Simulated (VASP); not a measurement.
A run of VASP 6.6.1 is set up as follows.

INCAR

```
  ALGO = Normal
  EDIFF = 1E-6
  ENCUT = 520
  GGA = PS
  ISIF = 2
  ISMEAR = -1
  LASPH = True
  LCHARG = True
  LELF = True
  LREAL = False
  LVHAR = True
  LWAVE = False
  NBANDS = 13
  NELM = 60
  PREC = Accurate
  SIGMA = 0.1
```

File KPOINTS:

```
k-points
0
Gamma
  13 13 13
```

The input POSCAR:

```
Sn
1.0
   -1.5018930959      1.5021187047      2.1074077247
    1.5018930959     -1.5021187047      2.1074077247
    1.5018930959      1.5021187047     -2.1074077247
Sn
1
Direct
    0.0000000000      0.0000000000      0.0000000000
```

Potentials or basis: VASP PAW PBE potentials, release 64 (Sn_d).

The run is started by

```console
$ cat potpaw_PBE.64/Sn_d/POTCAR > POTCAR
$ mpirun -np 1 vasp_std > vasp.out
```

(1) Estimate the pressure.

(2) What does it give for the band gap on the k mesh?

Answers

(1) 40.0 GPa.

(2) zero (bands 7 and 8 overlap by 13.31 eV).

Caveat: the cell stands under pressure; the PAW data sets were made with another functional, which shifts forces and pressure a little; spin-orbit coupling is left out, which moves the levels of the heavy elements.
